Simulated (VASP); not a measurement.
Cd, 1 atom in the cell. The structure is cubic, space group Fm-3m (No. 225). The conventional cell has a = 4.726 Å, b = 4.726 Å, c = 4.726 Å, α = 90.00°, β = 90.00°, γ = 90.00°. Cd (site symmetry m-3m) has 12 Cd at 3.34 Å within 4.4 Å.  This cell differs from its parent crystal: volume scaled by 1.08.

* Program: VASP 6.6.1
* Task: single point
* Functional: RPBE
* Potentials or basis: VASP PAW PBE potentials, release 64 (Cd)
* Cutoff: 520 eV
* k mesh: 13 × 13 × 13
* Occupations: fermi-dirac, width 0.1 eV
* Spin: no spin polarisation
* Dipole correction: no
* Further INCAR settings: ALGO = Normal; EDIFF = 1e-07; NBANDS = 12

Potentials or basis: VASP PAW PBE potentials, release 64 (Cd).

Launch:

```bash
$ cat potpaw_PBE.64/Cd/POTCAR > POTCAR
$ mpirun -np 1 vasp_std > vasp.out
```

Hardware: 1 thread of Intel(R) Xeon(R) Platinum 8375C CPU @ 2.90GHz (Ice Lake) (shared host).

Problem. Estimate the wall time of this run.

Solution. Run time: 24 s on 1 thread of Intel(R) Xeon(R) Platinum 8375C CPU @ 2.90GHz (Ice Lake), on a shared host, peak memory 0.17 GiB. Counts: scf iterations 12, k points 84.
